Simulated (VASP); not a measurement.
# GaSi62 (a cell with a defect) in VASP: further runs

The runs below take GaSi62 (a cell with a defect) through single point, with PBE+D3(BJ).

Everything below comes from runs of VASP 6.6.1. Logs are shortened: lines on timing, memory, paths and dates and some standing lists are left out, and cuts for length are marked.

## Step 1: The cell of the first run

The cell holds a defect, 63 atoms: a = 10.860 Å, b = 10.860 Å, c = 10.860 Å, α = 90.00°, β = 90.00°, γ = 90.00°.

## Step 2: Single point, PBE+D3(BJ), collinear spin

Contents of INCAR:

```
SYSTEM = GaSi62
ALGO = Normal
EDIFF = 1E-6
ENCUT = 520
GGA = PE
ISIF = 2
ISMEAR = 0
ISPIN = 2
IVDW = 12
LASPH = .TRUE.
LCHARG = .FALSE.
LORBIT = 11
LREAL = Auto
LWAVE = .FALSE.
MAGMOM = 0 0 0 0 0 0 0 0 0 0 0 0 0 0 0 0 0 0 0 0 0 0 0 0 0 0 0 0 0 0 0 0 0 0 0 0 0 0 0 0 0 0 0 0 0.14 0 0 0 0 0 0 0 0 0 0 0 0 0 0 0 0 0 0
NBANDS = 172
NELM = 150
PREC = Accurate
SIGMA = 0.02
```

Contents of KPOINTS:

```
k-points
0
G
  1 1 1
  0 0 0
```

Contents of POSCAR:

```
GaSi62
1.0
   10.8600000000      0.0000000000      0.0000000000
    0.0000000000     10.8600000000      0.0000000000
    0.0000000000      0.0000000000     10.8600000000
Si Ga
62 1
Direct
    0.4980569982      0.0003210866     -0.0011394107
    0.6276151934      0.1238966851      0.1240985267
    0.7490160221      0.2522920810     -0.0013439227
    0.8748467772      0.3752238490      0.1255180479
    0.7513512891      0.0001176796      0.2507833333
    0.8771410681      0.1246862799      0.3763540516
   -0.0028592081      0.0008249540      0.0020205341
    0.1257538674      0.1242894107      0.1264854512
    0.2492270718      0.2529087477      0.0020265193
    0.3754528545      0.3766014733      0.1256560773
    0.4979277164      0.5051802026     -0.0056605893
    0.6244472376      0.6256120626      0.1226593923
    0.7448567219      0.7521300184     -0.0056792818
    0.8734357274      0.8746119705      0.1256536832
    0.2506932781     -0.0006607735      0.2527293738
    0.3772348066      0.1208793738      0.3796186924
    0.5011920810      0.2479886740      0.2497203499
    0.6260225599      0.3748113260      0.3746059853
    0.7493085635      0.5007315838      0.2487799263
    0.8751633517      0.6240237569      0.3746631676
    0.5050233886     -0.0056879374      0.5052549724
    0.6269674033      0.1261256906      0.6242430939
    0.7519290976      0.2512459484      0.4993701657
    0.8755484346      0.3745088398      0.6265568140
    0.7477751381     -0.0012673112      0.7490723757
    0.8737605893      0.1253296501      0.8761850829
   -0.0022317680      0.5010139042     -0.0013965009
    0.1261030387      0.6224066298      0.1241017495
    0.2497096685      0.7520155617     -0.0010772560
    0.3743676796      0.8757151934      0.1258344383
    0.0004348066      0.2496263352      0.2497251381
    0.1253754144      0.3729040516      0.3763552486
    0.2499230203      0.4986913444      0.2507634438
    0.3753198895      0.6240751381      0.3741490792
    0.5000443831      0.7500304788      0.2489872007
    0.6259675875      0.8747460405      0.3741899632
    0.0019668508     -0.0015000000      0.5012924494
    0.1310745856      0.1189390424      0.6271783610
    0.2515232965      0.2480802947      0.5013368324
    0.3753125230      0.3754708103      0.6253070902
    0.4999024862      0.4998908840      0.4990589319
    0.6210228361      0.6289476059      0.6251516575
    0.7501047882      0.7501592081      0.4991453959
    0.8745877532      0.8747590239      0.6253249540
    0.2545479742     -0.0044914365      0.7592695212
    0.3740279926      0.1288649171      0.8780936464
    0.4998534991      0.2500216390      0.7494148250
    0.6233903315      0.3769186924      0.8734991713
    0.7475976980      0.5024527624      0.7484344383
    0.8731372928      0.6266747698      0.8734865562
    0.0019988950      0.7488061694      0.2497244936
    0.1291556169      0.8727641805      0.3795864641
   -0.0012050645      0.4981123389      0.4993456722
    0.1239075506      0.6230718232      0.6242358195
    0.2557436464      0.7449838858      0.5052490792
    0.0026966851      0.2473201657      0.7486101289
    0.1247122468      0.3762374770      0.8761495396
    0.2513069061      0.5022563536      0.7490479742
    0.3769487109      0.6357092081      0.8672013812
    0.6142092081      0.8729714549      0.8670527624
    0.0000536832      0.7502100368      0.7494159300
    0.1212023941      0.8760326888      0.8780991713
    0.3919835175      0.8580839779      0.6481169429
```

Potentials or basis: VASP PAW PBE potentials, release 64 (Si, Ga_d).

Launch:

```console
cat potpaw_PBE.64/Si/POTCAR potpaw_PBE.64/Ga_d/POTCAR > POTCAR
mpirun -np 1 vasp_gam > vasp.out
```

OUTCAR:

```text
SYSTEM = GaSi62
   EDIFF = 1E-6
   ENCUT = 520
   GGA = PE
   ISIF = 2
   ISMEAR = 0
   ISPIN = 2
   IVDW = 12
   LASPH = .TRUE.
   LORBIT = 11
   LREAL = Auto
   NELM = 150
   PREC = Accurate
 IVDW          = 12

 ion  position               nearest neighbor table
   1  0.498  0.000  0.999-  46 2.34  30 2.35  60 2.36   2 2.37
   2  0.628  0.124  0.124-   5 2.35   3 2.35  17 2.36   1 2.37
   3  0.749  0.252  0.999-  26 2.35   2 2.35  48 2.35   4 2.36
   4  0.875  0.375  0.126-  19 2.35  31 2.35   3 2.36  27 2.36
   5  0.751  0.000  0.251-  14 2.34  36 2.35   2 2.35   6 2.36
   6  0.877  0.125  0.376-  23 2.35  31 2.35   5 2.36  37 2.36
[... 50 lines left out ...]
  57  0.125  0.376  0.876-   9 2.34  27 2.35  56 2.37  58 2.38
  58  0.251  0.502  0.749-  54 2.34  40 2.35  59 2.37  57 2.38
  59  0.377  0.636  0.867-  29 2.36  58 2.37  11 2.38
  60  0.614  0.873  0.867-   1 2.36  25 2.37  13 2.38
  61  0.000  0.750  0.749-  44 2.35  50 2.35  62 2.36  54 2.36
  62  0.121  0.876  0.878-  45 2.33   7 2.34  29 2.34  61 2.36
  63  0.392  0.858  0.648-  45 2.43  21 2.47  55 2.47

  LATTYP: Found a simple cubic cell.
 ALAT       =    10.8600000000

  Lattice vectors:

 A1 = (  10.8600000000,   0.0000000000,   0.0000000000)
 A2 = (   0.0000000000,  10.8600000000,   0.0000000000)
 A3 = (   0.0000000000,   0.0000000000,  10.8600000000)

Analysis of symmetry for initial positions (statically):
=====================================================================
 Subroutine PRICEL returns:
 Original cell was already a primitive cell.

 Routine SETGRP: Setting up the symmetry group for a
 simple cubic supercell.

 Subroutine GETGRP returns: Found  1 space group operations
 (whereof  1 operations were pure point group operations)
 out of a pool of 48 trial point group operations.

The static configuration has the point symmetry C_1 .

Analysis of symmetry for dynamics (positions and initial velocities):
=====================================================================
 Subroutine PRICEL returns:
 Original cell was already a primitive cell.

 Routine SETGRP: Setting up the symmetry group for a
 simple cubic supercell.

 Subroutine GETGRP returns: Found  1 space group operations
 (whereof  1 operations were pure point group operations)
 out of a pool of 48 trial point group operations.

The dynamic configuration has the point symmetry C_1 .

Analysis of structural, dynamic, and magnetic symmetry:
=====================================================================
 Subroutine PRICEL returns:
 Original cell was already a primitive cell.

 Routine SETGRP: Setting up the symmetry group for a
 simple cubic supercell.

 Subroutine GETGRP returns: Found  1 space group operations
 (whereof  1 operations were pure point group operations)
 out of a pool of 48 trial point group operations.

The overall configuration has the point symmetry C_1 .

 Subroutine INISYM returns: Found  1 space group operations
 (whereof  1 operations are pure point group operations),
 and found     1 'primitive' translations

----------------------------------------------------------------------------------------

                                     Primitive cell

  volume of cell :    1280.8241

  direct lattice vectors                    reciprocal lattice vectors
    10.860000000  0.000000000  0.000000000     0.092081031  0.000000000  0.000000000
     0.000000000 10.860000000  0.000000000     0.000000000  0.092081031  0.000000000
     0.000000000  0.000000000 10.860000000     0.000000000  0.000000000  0.092081031

  length of vectors
    10.860000000 10.860000000 10.860000000     0.092081031  0.092081031  0.092081031

  position of ions in fractional coordinates (direct lattice)
     0.498056998  0.000321087  0.998860589
[... 170 lines left out ...]
   ISPIN  =      2    spin polarized calculation?
   LNONCOLLINEAR =      F non collinear calculations
   LSORBIT =      F    spin-orbit coupling
   LASPH  =      T    aspherical Exc in radial PAW
   ENCUT  =  520.0 eV  38.22 Ry    6.18 a.u.  20.19 20.19 20.19*2*pi/ulx,y,z
   NELM   =    150;   NELMIN=  2; NELMDL= -5     # of ELM steps
   EDIFF  = 0.1E-05   stopping-criterion for ELM
   LREAL  =      T    real-space projection
   EDIFFG = 0.1E-04   stopping-criterion for IOM
   NSW    =      0    number of steps for IOM
   IBRION =     -1    ionic relax: 0-MD 1-quasi-New 2-CG
   NFREE  =      0    steps in history (QN), initial steepest desc. (CG)
   ISIF   =      2    stress and relaxation
   ISYM   =      2    0-nonsym 1-usesym 2-fastsym
   POTIM  = 0.5000    time-step for ionic-motion
   TEBEG  =    0.0;   TEEND  =   0.0 temperature during run
   PSTRESS=    0.0 pullay stress
   NELECT =     261.0000    total number of electrons
   NUPDOWN=      -1.0000    fix difference up-down
   EMIN   =  10.00;   EMAX   =-10.00  energy-range for DOS
   EFERMI =   0.00;   METHOD = LEGACY
   ISMEAR =     0;   SIGMA  =   0.02  broadening in eV -4-tet -1-fermi 0-gaus
   EFERMI_NEDOS =   21; number of points for ismear=-14 and -15
   IALGO  =     38    algorithm
   IMIX   =      4    mixing-type and parameters
     AMIX     =   0.40;   BMIX     =  1.00
     AMIX_MAG =   1.60;   BMIX_MAG =  1.00
  volume/ion in A,a.u.               =      20.33       137.20
  Fermi-wavevector in a.u.,A,eV,Ry     =   0.963367  1.820500 12.627245  0.928076
  Thomas-Fermi vector in A             =   2.092906
   LORBIT       =     11    0 simple, 1 ext, 2 COOP (PROOUT), +10 PAW based schemes
   GGA     = PE    functional components
   LHFCALC =     F    Hartree Fock is set to
   AEXX    =    0.0000 exact exchange contribution
   IVDW    =    12    specifies the selected vdW correction
   LEPSILON=     F    determine dielectric tensor
   LRPA    =     F    only Hartree local field effects (RPA)
 spin polarized calculation
 Gauss-broadening in eV      SIGMA  =   0.02
  energy-cutoff  :      520.00
  volume of cell :     1280.82
 maximum number of plane-waves:     17229
 NGX is ok and might be reduce to    84
   NGX = 41   NGY = 41   NGZ = 41

 number of electron     260.9999986 magnetization       1.0001716

 Free energy of the ion-electron system (eV)
  ---------------------------------------------------
  ext. energy  EPLUGINS =         0.00000000
  ---------------------------------------------------
  free energy    TOTEN  =      -330.14970360 eV

  energy without entropy =     -330.14964603  energy(sigma->0) =     -330.14967482

 E-fermi :   6.2408     XC(G=0):  -9.3523

 val. band max:        6.1948171383   @ k =   0.0000   0.0000   0.0000
 cond. band min:       6.2867133477   @ k =   0.0000   0.0000   0.0000
 fundamental gap:      0.0918962093
 Fermi energy:         6.2407652433

 spin component 1

 k-point     1 :       0.0000    0.0000    0.0000
  band No.  band energies     occupation
      1      -8.8605      1.00000
      2      -8.8560      1.00000
      3      -8.8480      1.00000
      4      -8.7698      1.00000
      5      -8.7688      1.00000
      6      -6.2214      1.00000
[... 134 lines left out ...]
    141       6.8777      0.00000
    142       6.9115      0.00000
 Fermi energy:         6.2407652433

 spin component 2

 k-point     1 :       0.0000    0.0000    0.0000
  band No.  band energies     occupation
      1      -8.8606      1.00000
      2      -8.8535      1.00000
      3      -8.8485      1.00000
      4      -8.7692      1.00000
      5      -8.7661      1.00000
      6      -6.2098      1.00000
[... 134 lines left out ...]
    141       6.8879      0.00000
    142       6.9262      0.00000
 [bands above 142 left out]

------------------------ aborting loop because EDIFF is reached ----------------------------------------

 Edisp (eV)  -19.82036

 E6    (eV) :   -11.5854

 E8    (eV) :    -8.2350

  FORCE on cell =-STRESS in cart. coord.  units (eV):
  Direction    XX          YY          ZZ          XY          YZ          ZX
  --------------------------------------------------------------------------------------
  -------------------------------------------------------------------------------------
  Total      -4.33184    -4.31251    -3.49303    -0.93611     4.05456    -4.05059
  in kB      -5.41869    -5.39450    -4.36942    -1.17098     5.07184    -5.06687
  external pressure =       -5.06 kB  Pullay stress =        0.00 kB

 VOLUME and BASIS-vectors are now :
 -----------------------------------------------------------------------------
  energy-cutoff  :      520.00
  volume of cell :     1280.82
      direct lattice vectors                 reciprocal lattice vectors
    10.860000000  0.000000000  0.000000000     0.092081031  0.000000000  0.000000000
     0.000000000 10.860000000  0.000000000     0.000000000  0.092081031  0.000000000
     0.000000000  0.000000000 10.860000000     0.000000000  0.000000000  0.092081031

 POSITION                                       TOTAL-FORCE (eV/Angst)
 -----------------------------------------------------------------------------------
      5.40890      0.00349     10.84763         0.001886     -0.009109      0.000475
      6.81590      1.34552      1.34771        -0.003711     -0.003348      0.000266
      8.13431      2.73989     10.84540        -0.001153     -0.004678      0.001172
      9.50084      4.07493      1.36313         0.002585     -0.003565     -0.004035
      8.15967      0.00128      2.72351         0.001508     -0.002872     -0.004607
      9.52575      1.35409      4.08721        -0.001197     -0.003466      0.001709
[... 55 lines left out ...]
      1.31626      9.51372      9.53616         0.006022     -0.004405      0.001431
      4.25694      9.31879      7.03855        -0.073561      0.070585     -0.090604
 -----------------------------------------------------------------------------------
    total drift:                               -0.000657      0.005577     -0.033892

  FREE ENERGIE OF THE ION-ELECTRON SYSTEM (eV)
  ---------------------------------------------------
  free  energy   TOTEN  =      -349.9700641875 eV

  energy  without entropy=     -349.9700066146  energy(sigma->0) =     -349.97003540

 total charge

# of ion       s       p       d       tot
------------------------------------------
    1        0.741   0.952   0.000   1.693
    2        0.744   0.947   0.000   1.691
    3        0.739   0.959   0.000   1.697
    4        0.740   0.956   0.000   1.696
    5        0.739   0.962   0.000   1.701
    6        0.740   0.955   0.000   1.695
[... 55 lines left out ...]
   62        0.740   0.966   0.000   1.706
   63        0.912   0.734   9.953  11.599
--------------------------------------------------
tot         47.014  59.457   9.953 116.423

 magnetization (x)

# of ion       s       p       d       tot
------------------------------------------
    1        0.001   0.012   0.000   0.013
    2        0.001   0.006   0.000   0.008
    3       -0.000   0.002   0.000   0.002
    4       -0.000   0.001   0.000   0.001
    5       -0.000   0.001   0.000   0.000
    6        0.000   0.000   0.000   0.001
[... 55 lines left out ...]
   62        0.001   0.000   0.000   0.001
   63       -0.001  -0.000   0.003   0.002
--------------------------------------------------
tot          0.073   0.283   0.003   0.359
```

It took 12 min on 1 thread of Intel Xeon Platinum 8375C at 2.90GHz (Ice Lake), shared host; peak memory 1.4 GiB.

Results:

* Free energy: -349.9701 eV
* Pressure: -0.5 GPa
* Largest force: 0.136 eV/Å
* Net moment: 1.00 μB per cell
* Site moments: Si +0.01, +0.00, -0.00, +0.13, +0.03 (each value once); Ga +0.00 μB
* Valence electrons inside the program's atomic spheres: Si 1.69, 1.70, 1.68, 1.65, 1.71, 1.63 (each value once); Ga 11.60
* Dispersion energy per atom: -0.315 eV

Forces in eV/Å, atoms in the order of the input:
```
Si   0.002 -0.009  0.000
Si  -0.004 -0.003  0.000
Si  -0.001 -0.005  0.001
Si   0.003 -0.004 -0.004
Si   0.002 -0.003 -0.005
Si  -0.001 -0.003  0.002
Si   0.001 -0.004  0.001
Si   0.002 -0.003  0.003
Si   0.005 -0.002  0.001
Si   0.001 -0.002  0.000
Si   0.006 -0.006  0.011
Si   0.001 -0.001  0.008
Si   0.005 -0.004  0.009
Si   0.001 -0.004  0.000
Si   0.004 -0.003  0.005
Si  -0.004  0.005 -0.001
Si   0.003  0.001  0.002
Si   0.007 -0.003  0.001
Si   0.002 -0.002  0.006
Si   0.004 -0.006  0.000
Si   0.014  0.021 -0.019
Si   0.004  0.002  0.004
Si   0.001 -0.002  0.006
Si  -0.002  0.001  0.000
Si  -0.007 -0.012  0.004
Si  -0.002 -0.007  0.000
Si   0.004  0.001  0.002
Si   0.004  0.003  0.000
Si   0.008 -0.003  0.001
Si  -0.001  0.000  0.004
Si   0.004 -0.004  0.003
Si   0.004  0.001  0.002
Si   0.004 -0.001 -0.005
Si   0.000 -0.008 -0.002
Si   0.000 -0.001  0.004
Si   0.008 -0.002 -0.003
Si   0.000 -0.001  0.005
Si  -0.012  0.012 -0.006
Si   0.001  0.001  0.004
Si   0.002 -0.001  0.001
Si   0.001  0.003  0.006
Si   0.005 -0.003 -0.002
Si  -0.002 -0.001  0.005
Si   0.001 -0.002  0.000
Si  -0.016  0.017  0.000
Si   0.004 -0.006  0.001
Si   0.001 -0.001  0.001
Si   0.003 -0.001  0.004
Si  -0.005  0.006  0.001
Si   0.001 -0.003  0.004
Si  -0.001 -0.001  0.002
Si  -0.005  0.002  0.000
Si   0.002  0.001  0.007
Si  -0.002 -0.005  0.004
Si  -0.020 -0.012 -0.018
Si  -0.005  0.003  0.006
Si   0.008  0.003  0.001
Si   0.010  0.006  0.004
Si   0.011 -0.002  0.009
Si   0.005 -0.009  0.011
Si   0.000  0.000  0.001
Si   0.006 -0.004  0.001
Ga  -0.074  0.071 -0.091
```

Stress tensor (GPa, compression positive):
```
-0.54 -0.12 -0.51
-0.12 -0.54  0.51
-0.51  0.51 -0.44
```

Levels at points of the mesh, in eV from the Fermi level:
Spin up:
```csv
k point,band 127,band 128,band 129,band 130,band 131,band 132,band 133,band 134,band 135,band 136
"(0.00, 0.00, 0.00)",-1.33,-0.88,-0.86,-0.75,-0.05,0.05,0.19,0.20,0.20,0.23
```
Spin down:
```csv
k point,band 126,band 127,band 128,band 129,band 130,band 131,band 132,band 133,band 134,band 135
"(0.00, 0.00, 0.00)",-1.35,-1.32,-0.83,-0.79,-0.75,0.09,0.15,0.20,0.21,0.22
```

Caveat: the k points lie up to 0.58 Å⁻¹ apart.

[end of part 1 of 2]
